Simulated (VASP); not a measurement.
Here is a VASP 6.6.1 calculation.

The input INCAR:

```
SYSTEM = ZrTi
ALGO = Normal
EDIFF = 1E-6
ENCUT = 520
GGA = CA
ISIF = 2
ISMEAR = 0
LASPH = .True.
LCHARG = .False.
LREAL = .False.
LWAVE = .False.
NBANDS = 19
NELM = 100
PREC = Accurate
SIGMA = 0.15
```

File KPOINTS:

```
k-points
0
Gamma
  18 18 12
  0 0 0
```

Contents of POSCAR:

```
ZrTi
1.0
    3.1119350000      0.0000000000      0.0000000000
    0.0000000000      3.1119350000      0.0000000000
    0.0000000000      0.0000000000      4.1977650000
Zr Ti
1 1
Direct
    0.5000000000      0.5000000000      0.5000000000
    0.0000000000      0.0000000000      0.0000000000
```

Potentials or basis: VASP PAW LDA potentials, release 64 (Zr_sv, Ti_sv).

The run is started by

```bash
$ cat potpaw_LDA.64/Zr_sv/POTCAR potpaw_LDA.64/Ti_sv/POTCAR > POTCAR
$ mpirun -np 1 vasp_std > vasp.out
```

Question: Predict the band gap on the k mesh.

Answer: Zero (band 12 reaches 9.19 eV, above the bottom of band 13 at 7.75 eV).

Question: Predict the pressure.

Answer: -7.4 GPa.

Stress tensor (GPa, compression positive):
```
-7.43  0.00  0.00
 0.00 -7.43  0.00
 0.00  0.00 -7.30
```
